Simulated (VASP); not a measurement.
Input of a VASP 6.6.1 run:

File INCAR:

```
SYSTEM = HgTe
ALGO = Normal ; EDIFF = 1E-6
ENCUT = 520 ; GGA = PE
ISIF = 2 ; ISMEAR = -1
LASPH = .TRUE. ; LCHARG = .TRUE.
LELF = .TRUE. ; LREAL = .FALSE.
LVHAR = .TRUE. ; LWAVE = .FALSE.
NBANDS = 26 ; NELM = 80
PREC = Accurate ; SIGMA = 0.05
```

File KPOINTS:

```
k-points
0
G
  8 8 5
  0 0 0
```

File POSCAR:

```
HgTe
1.0
    4.0520101247      0.0000000000      0.0000000000
   -2.0260050623      3.5091437044      0.0000000000
    0.0000000000      0.0000000000      7.4546047986
Hg Te
2 2
Direct
    0.3333333333      0.6666666667      0.0168889628
    0.6666666667      0.3333333333      0.5168889628
    0.3333333333      0.6666666667      0.3591110372
    0.6666666667      0.3333333333      0.8591110372
```

Potentials or basis: VASP PAW PBE potentials, release 64 (Hg, Te).

Run with:

```console
$ cat potpaw_PBE.64/Hg/POTCAR potpaw_PBE.64/Te/POTCAR > POTCAR
$ mpirun -np 1 vasp_std > vasp.out
```

(1) What does it give for the pressure?

(2) Predict the band gap on the k mesh.

## Answers

(1) 24.5 GPa.

(2) zero (filled and empty bands touch).

Caveat: spin-orbit coupling is left out, which moves the levels of the heavy elements.
